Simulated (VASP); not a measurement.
# Ti (I4/mmm) in VASP: further runs, part 2 of 2

VASP 6.6.1.

### 4 Single point, LDA (strain -0.030 along x and y, +0.000 along z)

The input, INCAR:

```
SYSTEM = Ti
  PREC = Accurate
  ENCUT = 520
  EDIFF = 1E-6
  ISMEAR = 0
  SIGMA = 0.15
  LREAL = .False.
  LASPH = .True.
  NELM = 80
  ALGO = Normal
  ISIF = 2
  LWAVE = .False.
  LCHARG = .True.
  LELF = .True.
  LVHAR = .True.
  NBANDS = 12
```

The input, KPOINTS:

```
Automatic mesh
0
Gamma
  20 20 20
  0 0 0
```

The input, POSCAR:

```
Ti
1.0
   -1.5917700000      1.5917700000      1.6410000000
    1.5917700000     -1.5917700000      1.6410000000
    1.5917700000      1.5917700000     -1.6410000000
Ti
1
Direct
    0.0000000000      0.0000000000      0.0000000000
```

Potentials or basis: VASP PAW LDA potentials, release 64 (Ti_sv).

Launch:

```
$ cat potpaw_LDA.64/Ti_sv/POTCAR > POTCAR
$ mpirun -np 1 vasp_std > vasp.out
```

OUTCAR:

```text
SYSTEM = Ti
   PREC = Accurate
   ENCUT = 520
   EDIFF = 1E-6
   ISMEAR = 0
   LREAL = .False.
   LASPH = .True.
   NELM = 80
   ISIF = 2

 ion  position               nearest neighbor table
   1  0.000  0.000  0.000-

  LATTYP: Found a body centered tetragonal cell.
 ALAT       =     3.1835400000
 C/A-ratio  =     1.0309278351

  Lattice vectors:

 A1 = (  -1.5917700000,   1.5917700000,   1.6410000000)
 A2 = (   1.5917700000,  -1.5917700000,   1.6410000000)
 A3 = (   1.5917700000,   1.5917700000,  -1.6410000000)

Analysis of symmetry for initial positions (statically):
=====================================================================
 Subroutine PRICEL returns:
 Original cell was already a primitive cell.

 Routine SETGRP: Setting up the symmetry group for a
 body centered tetragonal supercell.

 Subroutine GETGRP returns: Found 16 space group operations
 (whereof 16 operations were pure point group operations)
 out of a pool of 16 trial point group operations.

The static configuration has the point symmetry D_4h.

Analysis of symmetry for dynamics (positions and initial velocities):
=====================================================================
[... 161 lines left out ...]
 fundamental gap:      0.0033204634
 Fermi energy:         8.3034537275

 k-point     1 :       0.0000    0.0000    0.0000
  band No.  band energies     occupation
      1     -47.4508      2.00000
      2     -23.6204      2.00000
      3     -23.6204      2.00000
      4     -23.6190      2.00000
      5       2.3420      2.00000
      6       9.2183      0.00000
      7       9.2183      0.00000
      8       9.4400      0.00000
      9      11.0228      0.00000
     10      11.2822      0.00000
     11      25.7511      0.00000
     12      26.2948      0.00000
[... 331 lines left out ...]
 k-point    24 :      -0.3500    0.0500    0.0000
  band No.  band energies     occupation
      1     -47.3300      2.00000
      2     -24.2104      2.00000
      3     -23.7999      2.00000
      4     -23.6296      2.00000
      5       5.1873      2.00000
      6       8.2600      1.31805
      7       8.5834      0.00831
      8      10.8497      0.00000
      9      11.4322      0.00000
     10      11.6916      0.00000
     11      20.4714      0.00000
     12      23.4029      0.00000

 [... further k-points ...]
[... 5 lines left out ...]
  --------------------------------------------------------------------------------------
  -------------------------------------------------------------------------------------
  Total       -0.5663350     -0.5663350     -0.5162743      0.0000000      0.0000000      0.0000000
  in kB      -54.5575445    -54.5575445    -49.7349767      0.0000000      0.0000000      0.0000000
  external PRESSURE =     -52.9500219 kB  Pullay stress =       0.0000000 kB

 VOLUME and BASIS-vectors are now :
 -----------------------------------------------------------------------------
  energy-cutoff  :      520.00
  volume of cell :       16.63
      direct lattice vectors                 reciprocal lattice vectors
    -1.591770000  1.591770000  1.641000000     0.000000000  0.314115733  0.304692261
     1.591770000 -1.591770000  1.641000000     0.314115733  0.000000000  0.304692261
     1.591770000  1.591770000 -1.641000000     0.314115733  0.314115733  0.000000000

 POSITION                                       TOTAL-FORCE (eV/Angst)
 -----------------------------------------------------------------------------------
      0.00000      0.00000      0.00000         0.000000     -0.000000      0.000000
 -----------------------------------------------------------------------------------
    total drift:                                0.000000      0.000000     -0.000000

  FREE ENERGIE OF THE ION-ELECTRON SYSTEM (eV)
  ---------------------------------------------------
  free  energy   TOTEN  =        -8.4598692990 eV

  energy  without entropy=       -8.4354618091  energy(sigma->0) =       -8.44766555
```

OSZICAR:

```text
N       E                     dE             d eps       ncg     rms          rms(c)
DAV:   1     0.854454560477E+02    0.85445E+02   -0.65332E+03 15448   0.120E+03
DAV:   2    -0.523406870949E+01   -0.90680E+02   -0.88304E+02 15704   0.296E+02
DAV:   3    -0.935503591961E+01   -0.41210E+01   -0.40708E+01 21088   0.640E+01
DAV:   4    -0.944157326241E+01   -0.86537E-01   -0.86446E-01 17240   0.807E+00
DAV:   5    -0.944375407451E+01   -0.21808E-02   -0.21807E-02 18024   0.112E+00    0.841E+00
DAV:   6    -0.845915749510E+01    0.98460E+00   -0.22516E+00 16736   0.212E+01    0.216E+00
DAV:   7    -0.845156262637E+01    0.75949E-02   -0.72678E-02 18224   0.274E+00    0.126E+00
DAV:   8    -0.845947336528E+01   -0.79107E-02   -0.37572E-02 16028   0.236E+00    0.116E-01
DAV:   9    -0.845983834068E+01   -0.36498E-03   -0.21480E-03 18568   0.464E-01    0.725E-02
DAV:  10    -0.845987356348E+01   -0.35223E-04   -0.34664E-04 16168   0.203E-01    0.215E-02
DAV:  11    -0.845987015069E+01    0.34128E-05   -0.45175E-05 16628   0.992E-02    0.107E-02
DAV:  12    -0.845986929900E+01    0.85168E-06   -0.24575E-06 17128   0.160E-02
   1 F= -.84598693E+01 E0= -.84476656E+01  d E =-.244075E-01
```

Run time: 2.2 min. Hardware: 1 thread of Intel Xeon Platinum 8259CL at 2.50GHz (Skylake/Cascade Lake), shared host; peak memory 0.23 GiB.

What came out:

```yaml
Free_energy: -8.4599 eV
Pressure: -5.3 GPa
Band_gap_on_the_k_mesh: zero (band 6 reaches 9.28 eV, above the bottom of band 7 at 7.65 eV)
```

Caveat: the cell differs from its parent crystal (strain -0.030 along x and y, +0.000 along z).

### 5 Summary

| cell | gap on the mesh (eV) | pressure (GPa) |
| --- | --- | --- |
| a = 2.913 Å, angles 109.1, 109.1, 110.3°, 1 atom | none | -16.0 |
| a = 2.771 Å, angles 109.9, 109.9, 108.6°, 1 atom | none | -3.8 |
| a = 2.786 Å, angles 110.3, 110.3, 107.8°, 1 atom | none | -5.3 |

Alike in all rows: task single point; level LDA; potentials or basis VASP PAW LDA potentials, release 64 (Ti_sv); no spin polarisation; k mesh 20 × 20 × 20; cutoff (eV) 520; smearing gaussian 0.15 eV.

Total energies depend on the potentials used, so only differences within one code and one set of settings carry meaning.
